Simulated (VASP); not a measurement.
Runs of VASP 6.6.1 on Mo. The structure is that of space group I4/mmm (No. 139), or close to it. The cells are those of the table. 

```csv
cell,further INCAR settings,gap on the mesh (eV),pressure (GPa)
"a = 2.742 Å, angles 114.7, 114.7, 99.4°, 1 atom",ALGO = Fast; EDIFF = 1e-06; NBANDS = 13,none,-3.9
"a = 2.736 Å, angles 105.4, 105.4, 118.0°, 1 atom",ALGO = Fast; EDIFF = 1e-06; NBANDS = 13,none,-3.9
"a = 2.727 Å, angles 112.1, 112.1, 104.2°, 1 atom",ALGO = Fast; EDIFF = 1e-07; NBANDS = 13,none,(a)
"a = 2.756 Å, angles 103.5, 103.5, 122.2°, 1 atom",ALGO = Fast; EDIFF = 1e-07; NBANDS = 13,none,-0.1
"a = 2.788 Å, angles 101.5, 101.5, 126.9°, 1 atom",ALGO = Fast; EDIFF = 1e-06; NBANDS = 13,none,(b)
"a = 2.765 Å, angles 117.3, 117.3, 94.8°, 1 atom",ALGO = Fast; EDIFF = 1e-07; NBANDS = 13,none,-3.2
"a = 2.823 Å, angles 100.0, 100.0, 130.6°, 1 atom",ALGO = Fast; EDIFF = 1e-07; NBANDS = 13,none,14.5
"a = 2.725 Å, angles 107.3, 107.3, 113.9°, 1 atom",ALGO = Fast; EDIFF = 1e-07; NBANDS = 13,none,-6.0
```

Alike in all rows: task single point; level LDA; potentials or basis VASP PAW LDA potentials, release 64 (Mo_sv); no spin polarisation; k mesh 24 × 24 × 24; cutoff (eV) 520; smearing gaussian 0.15 eV.

**Question.** Fill in the values left out.

**Answer.** (a) -5.9; (b) 6.4.

Caveats: the stress differs along the axes, from -23 to 6 GPa (at least some runs); the stress differs along the axes, from -15 to 19 GPa (at least some runs); the stress differs along the axes, from -23 to 3 GPa (at least some runs); the stress differs along the axes, from -9 to 19 GPa (at least some runs); the stress differs along the axes, from -5 to 30 GPa (at least some runs); the stress differs along the axes, from -14 to 2 GPa (at least some runs); the stress differs along the axes, from -7 to 57 GPa (at least some runs).

A k mesh can miss the band edges, and the runs leave out spin-orbit coupling on Mo.

A gap of «none» marks levels without a gap at the run's occupations.
